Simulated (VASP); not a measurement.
A run of VASP 6.6.1:

The input INCAR:

```
SYSTEM = SnTe
ALGO = Normal ; EDIFF = 1E-6
ENCUT = 500 ; GGA_COMPAT = .FALSE.
ISIF = 2 ; ISMEAR = 0
LASPH = .TRUE. ; LCHARG = .FALSE.
LREAL = .FALSE. ; LWAVE = .FALSE.
NBANDS = 17 ; NELM = 120
PREC = Accurate ; SIGMA = 0.01
```

The input KPOINTS:

```
k-points
0
G
  6 6 6
  0 0 0
```

POSCAR

```
SnTe
1.0
    0.0000000000      3.1613180171      3.1613180171
    3.1613180171      0.0000000000      3.1613180171
    3.1613180171      3.1613180171      0.0000000000
Sn Te
1 1
Direct
    0.0000000000      0.0000000000      0.0000000000
    0.5000000000      0.5000000000      0.5000000000
```

Potentials or basis: VASP PAW LDA potentials, release 64 (Sn_d, Te).

Run with:

```sh
$ cat potpaw_LDA.64/Sn_d/POTCAR potpaw_LDA.64/Te/POTCAR > POTCAR
$ mpirun -np 1 vasp_std > vasp.out
```

Hardware: 1 thread of AMD EPYC 9R45 96-Core Processor (Zen 5), on a shared host.

**Question.** How long does it take, and how much memory?

**Answer.** It took 10 s on 1 thread of AMD EPYC 9R45 96-Core Processor (Zen 5), on a shared host, peak memory 0.14 GiB. Counts: scf iterations 12, k points 16.
